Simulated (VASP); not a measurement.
A run of VASP 6.6.1 is set up as follows.

INCAR

```
SYSTEM = Li
PREC = Accurate
ENCUT = 520
EDIFF = 1E-6
ISMEAR = 0
SIGMA = 0.15
LREAL = .False.
LASPH = .True.
NELM = 80
ALGO = Normal
ISIF = 2
LWAVE = .False.
LCHARG = .False.
GGA = PS
NBANDS = 8
```

KPOINTS

```
Automatic mesh
0
Gamma
  20 20 20
  0 0 0
```

POSCAR

```
Li
1.0
   -1.8900000000      1.8900000000      1.6800000000
    1.8900000000     -1.8900000000      1.6800000000
    1.8900000000      1.8900000000     -1.6800000000
Li
1
Direct
    0.0000000000      0.0000000000      0.0000000000
```

Potentials or basis: VASP PAW PBE potentials, release 64 (Li_sv).

Launch:

```bash
$ cat potpaw_PBE.64/Li_sv/POTCAR > POTCAR
$ mpirun -np 1 vasp_std > vasp.out
```

**Question.** Estimate the band gap on the k mesh.

**Answer.** Zero (an odd number of electrons rules out a gap without spin polarisation).

Caveat: the cell differs from its parent crystal (strain +0.080 along x and y, -0.040 along z).
